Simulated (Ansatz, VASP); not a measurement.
## PbS: VASP beside Ansatz

```xyz
2
Lattice="0.0000 2.9551 2.9551 2.9551 0.0000 2.9551 2.9551 2.9551 0.0000" Properties=species:S:1:pos:R:3 pbc="T T T"
Pb    0.0000    0.0000    0.0000
S     2.9551    2.9551    2.9551
```

Change from the starting cell: volume scaled by 0.99.

Alike in both runs: task single point; functional PBE; k mesh 8 × 8 × 8; occupations fermi-dirac, width 0.01 eV; no spin polarisation.

```csv
,VASP,Ansatz
version,VASP 6.6.1,Ansatz 0.2.0
potentials or method,"VASP PAW PBE potentials, release 64 (Pb_d, S), cutoff 520 eV","all-electron LAPW, scalar-relativistic"
```

```tsv
	VASP	Ansatz	Ansatz less VASP
pressure (GPa)	2.8	2.9	+0.10
```

Ansatz ran all-electron here, and VASP with PAW potentials.

Neither program's run includes spin-orbit coupling.
